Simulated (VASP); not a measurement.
Write the native input for VASP 6.6.1 that does the following.

```
Task                   : single point
Functional             : PBE
Potentials or basis    : VASP PAW PBE potentials, release 64 (K_sv, Zn, F)
Cutoff                 : 520 eV
k mesh                 : 6 × 6 × 6
Occupations            : gaussian, width 0.05 eV
Spin                   : no spin polarisation
Dipole correction      : no
Further INCAR settings : ALGO = Normal; EDIFF = 1e-07; NBANDS = 29
```

The structure of KZnF3 lies in POSCAR:

```
KZnF3
1.0
    3.8475000000      0.0000000000      0.0000000000
    0.0000000000      3.8475000000      0.0000000000
    0.0000000000      0.0000000000      4.0500000000
K Zn F
1 1 3
Direct
    0.0000000000      0.0000000000      0.0000000000
    0.5000000000      0.5000000000      0.5000000000
    0.5000000000      0.5000000000      0.0000000000
    0.0000000000      0.5000000000      0.5000000000
    0.5000000000      0.0000000000      0.5000000000
```

This cell differs from its parent crystal: strain -0.050 along x and y, +0.000 along z.

The input as run:

INCAR

```
ALGO = Normal
EDIFF = 1E-7
ENCUT = 520
GGA = PE
ISIF = 2
ISMEAR = 0
LASPH = True
LCHARG = False
LREAL = False
LWAVE = False
NBANDS = 29
NELM = 60
PREC = Accurate
SIGMA = 0.05
```

KPOINTS

```
k-points
0
Gamma
  6 6 6
```

Potentials or basis: VASP PAW PBE potentials, release 64 (K_sv, Zn, F).

The run is started by

```bash
$ cat potpaw_PBE.64/K_sv/POTCAR potpaw_PBE.64/Zn/POTCAR potpaw_PBE.64/F/POTCAR > POTCAR
$ mpirun -np 1 vasp_std > vasp.out
```

It gave:

- Pressure: 17.4 GPa
- Band gap on the k mesh: 3.88 eV, indirect (least direct gap 6.53 eV)

Caveat: the cell differs from its parent crystal (strain -0.050 along x and y, +0.000 along z).

It took 35 s on 1 thread of Intel(R) Xeon(R) 6975P-C (Granite Rapids) (shared host), peak memory 0.21 GiB.
